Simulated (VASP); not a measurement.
The system is NaCl.

```
Na Cl
1.0
     0.00000    2.74664    2.74664
     2.74664    0.00000    2.74664
     2.74664    2.74664    0.00000
Na Cl
1 1
Direct
  0.00000 0.00000 0.00000
  0.50000 0.50000 0.50000
```

This cell differs from its parent crystal: strain -2.0%.

Base run:

| Quantity | Value |
| --- | --- |
| Program | VASP 6.6.1 |
| Functional | PBE |
| Potentials or basis | VASP PAW PBE potentials, release 64 (Na_pv, Cl) |
| Cutoff | 520 eV |
| k mesh | 8 × 8 × 8 |
| Occupations | fermi-dirac, width 0.02 eV |
| Spin | no spin polarisation |

Its results: band gap on the k mesh 5.43 eV, direct; pressure 3.3 GPa.

Question: The run is repeated on the same cell with these changes: functional from PBE to r2SCAN; occupations from fermi-dirac, width 0.02 eV to gaussian, width 0.01 eV. What comes out?

Answer: Band gap on the k mesh 6.27 eV, direct; pressure 1.7 GPa.

Caveats: the PAW data sets were made with another functional, which shifts forces and pressure a little (some runs).

